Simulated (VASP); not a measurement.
Write the native input for VASP 6.6.1 that does the following.

```yaml
Task: single point
Functional: PBE
Potentials_or_basis: VASP PAW PBE potentials, release 64 (Tl_d, Si)
Cutoff: 520 eV
k_mesh: 6 × 6 × 6
Occupations: gaussian, width 0.1 eV
Spin: no spin polarisation
Dipole_correction: no
Further_INCAR_settings: ALGO = Normal; EDIFF = 1e-06; NBANDS = 18
```

The structure of TlSi2 lies in POSCAR:

```
TlSi2
1.0
    0.0000000000      3.0657570054      3.0657570054
    3.0657570054      0.0000000000      3.0657570054
    3.0657570054      3.0657570054      0.0000000000
Tl Si
1 2
Direct
    0.0000000000      0.0000000000      0.0000000000
    0.2500000000      0.2500000000      0.2500000000
    0.7500000000      0.7500000000      0.7500000000
```

The input as run:

INCAR

```
ALGO = Normal ; EDIFF = 1E-6
ENCUT = 520 ; GGA = PE
ISIF = 2 ; ISMEAR = 0
LASPH = T ; LCHARG = F
LREAL = F ; LWAVE = F
NBANDS = 18 ; NELM = 100
PREC = Accurate ; SIGMA = 0.1
```

KPOINTS

```
k-points
0
Gamma
  6 6 6
```

Potentials or basis: VASP PAW PBE potentials, release 64 (Tl_d, Si).

Command:

```bash
$ cat potpaw_PBE.64/Tl_d/POTCAR potpaw_PBE.64/Si/POTCAR > POTCAR
$ mpirun -np 1 vasp_std > vasp.out
```

It gave:

- Pressure: 21.8 GPa
- Band gap on the k mesh: zero (an odd number of electrons rules out a gap without spin polarisation)

Caveat: the cell stands under pressure; spin-orbit coupling is left out, which moves the levels of the heavy elements; an odd number of electrons without spin polarisation forces a metal; a magnetic or distorted state may lie lower.

Wall time 26 s on 1 thread of Intel Xeon 8259CL, on a shared host, peak memory 0.18 GiB.
